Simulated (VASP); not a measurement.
Mo, 1 atom in the cell. It takes space group P6/mmm (No. 191, hexagonal). The conventional cell has a = 2.695 Å, b = 2.695 Å, c = 2.594 Å, α = 90.00°, β = 90.00°, γ = 120.00°. Within 3.4 Å of Mo (site symmetry 6/mmm) lie 8 Mo at 2.59 to 2.70 Å.  This cell differs from its parent crystal: strained.

* Program: VASP 6.6.1
* Task: single point
* Functional: PBE
* Potentials or basis: VASP PAW PBE potentials, release 64 (Mo_sv)
* Cutoff: 520 eV
* k mesh: 18 × 18 × 16
* Occupations: gaussian, width 0.1 eV
* Spin: no spin polarisation
* Dipole correction: no
* Further INCAR settings: ALGO = Normal; EDIFF = 1e-07; NBANDS = 13

Potentials or basis: VASP PAW PBE potentials, release 64 (Mo_sv).

The run is started by

```sh
$ cat potpaw_PBE.64/Mo_sv/POTCAR > POTCAR
$ mpirun -np 1 vasp_std > vasp.out
```

Hardware: 1 thread of Intel Xeon 8259CL (shared host).

Question: How long does it take, and how much memory?

Answer: Run time: 74 s on 1 thread of Intel Xeon 8259CL, on a shared host, peak memory 0.18 GiB. Counts: scf iterations 13, k points 333.
